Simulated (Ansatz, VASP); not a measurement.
Given: the input of a run of Ansatz 0.2.0 on KCl.

Contents of input.yaml:

```yaml
crystal:
  lattice:
    - [3.9144934694, 0.0, 0.0]
    - [0.0, 3.9144934694, 0.0]
    - [0.0, 0.0, 3.9144934694]
  atoms:
    - { symbol: K, position: [0.0, 0.0, 0.0] }
    - { symbol: Cl, position: [0.5, 0.5, 0.5] }
kpoints:
  mp_grid: { grid: [7, 7, 7] }
scf:
  occupations: { method: fermi_dirac, width: 0.05 }
hamiltonian:
  xc: pbesol
  pseudopotentials: { kind: all_electron, lapw: { basis_error: 0.0005 } }
output:
  forces: true
  stress: true
  eigenvalues: true
```

Potentials or basis: all-electron LAPW, scalar-relativistic.

The run is started by

```bash
$ ansatz run input.yaml --threads 1 --pin off --max-ram 3072MiB --backend cpu --events-out ev --progress --plain --runs-dir out
```

Task: Translate it to VASP 6.6.1. Potentials there: VASP PAW PBE potentials, release 64 (K_sv, Cl).

Result: As run (the cutoff follows the program's own potentials):

The input INCAR:

```
  PREC = Accurate
  ENCUT = 520
  EDIFF = 1E-6
  ISMEAR = -1
  SIGMA = 0.05
  LREAL = F
  LASPH = T
  NELM = 100
  ALGO = Normal
  ISIF = 2
  LWAVE = F
  LCHARG = F
  GGA = PS
  NBANDS = 15
```

KPOINTS

```
Automatic mesh
0
Gamma
  7 7 7
```

Contents of POSCAR:

```
KCl
1.0
    3.9144934694      0.0000000000      0.0000000000
    0.0000000000      3.9144934694      0.0000000000
    0.0000000000      0.0000000000      3.9144934694
K Cl
1 1
Direct
    0.0000000000      0.0000000000      0.0000000000
    0.5000000000      0.5000000000      0.5000000000
```

Potentials or basis: VASP PAW PBE potentials, release 64 (K_sv, Cl).

Command:

```console
$ cat potpaw_PBE.64/K_sv/POTCAR potpaw_PBE.64/Cl/POTCAR > POTCAR
$ mpirun -np 1 vasp_std > vasp.out
```

Both were run:

|  | VASP | Ansatz | Ansatz less VASP |
| --- | --- | --- | --- |
| gap on the k mesh at the Fermi level (eV) | 4.42 | 4.42 | +0.003 |
| least direct gap on the mesh (eV) | 4.60 | 4.60 | +0.002 |
| pressure (GPa) | -2.2 | -2.2 | 0.00 |

VASP's potentials were made for PBE, not for PBEsol. Ansatz ran all-electron here, and VASP with PAW potentials.
